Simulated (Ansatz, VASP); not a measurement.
## Ga5As2P3 in VASP and in Ansatz

```
Ga P As
1.0
    -0.00087   -3.98104    0.00238
     3.98028    0.00092   -0.00009
    -1.99099    1.98296   13.88217
Ga P As
5 3 2
Direct
  0.90296 0.90335 0.80621
  0.49945 0.49995 0.00002
  0.09680 0.09685 0.19380
  0.70157 0.70118 0.40274
  0.29874 0.29858 0.59722
  0.54839 0.04839 0.09682
  0.75029 0.24985 0.49997
  0.95131 0.45184 0.90323
  0.14950 0.64909 0.29827
  0.35098 0.85091 0.70173
```

Change from the starting cell: cell x1, atoms moved at random (sigma 0.15 Å) and cell strained at random (1.5 %), then relaxed without symmetry.

Alike in both runs: functional PBE; k mesh 4 × 4 × 4; occupations gaussian, width 0.1 eV; no spin polarisation.

Ansatz relaxed the structure, and its values are those at the end. VASP's run is a single point on that final structure, the one shown.

|  | VASP | Ansatz |
| --- | --- | --- |
| version | VASP 6.6.1 | Ansatz 0.2.0 |
| potentials or method | VASP PAW PBE potentials, release 64 (Ga_d, P, As), cutoff 520 eV | scalar-relativistic, plane waves, PAW |
| valence electrons in the cell | 90 | 110 |

VASP gave:

- gap on the k mesh at the Fermi level (eV): 0.92
- least direct gap on the mesh (eV): 0.92
- pressure (GPa): 0.0
- rms of the force components (eV/Å): 0.007

Question: Which values does Ansatz return?

Answer: gap on the k mesh at the Fermi level (eV): 0.92; least direct gap on the mesh (eV): 0.92; pressure (GPa): 0.0; rms of the force components (eV/Å): 0.006.

With one functional, cell and mesh, what is left measures potentials, basis and numerics. VASP's potentials hold 90 valence electrons a cell and Ansatz's 110, so a difference there can come from the potentials and not from the codes.
